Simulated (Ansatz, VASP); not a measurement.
# Two plane-wave programs on TiAl

```
CELL_PARAMETERS angstrom
2.88625 0.00000 0.00000
-1.44313 2.49957 0.00000
0.00000 0.00000 4.70906
ATOMIC_POSITIONS crystal
Ti 0.00000 0.00000 0.00000
Al 0.33333 0.66667 0.50000
```

Alike in both runs: task single point; functional LDA; k mesh 11 × 11 × 6; occupations fermi-dirac, width 0.05 eV; no spin polarisation.

|  | VASP | Ansatz |
| --- | --- | --- |
| version | VASP 6.6.1 | Ansatz 0.2.0 |
| potentials or method | VASP PAW LDA potentials, release 64 (Ti_sv, Al) | Ansatz PAW |
| plane-wave cutoff (eV) | 520 | 420 |
| valence electrons in the cell | 15 | 15 |

```tsv
	VASP	Ansatz	Ansatz less VASP
gap on the k mesh at the Fermi level (eV)	none	none	-
pressure (GPa)	-7.8	-7.9	-0.04
traceless stress, the component that is largest in VASP (GPa)	-1.03	-1.09	-0.065
```

LDA's correlation is that of Perdew and Zunger in VASP and of Perdew and Wang (1992) in Ansatz. A gap of «none» marks a metal or a gap that the smearing closes.
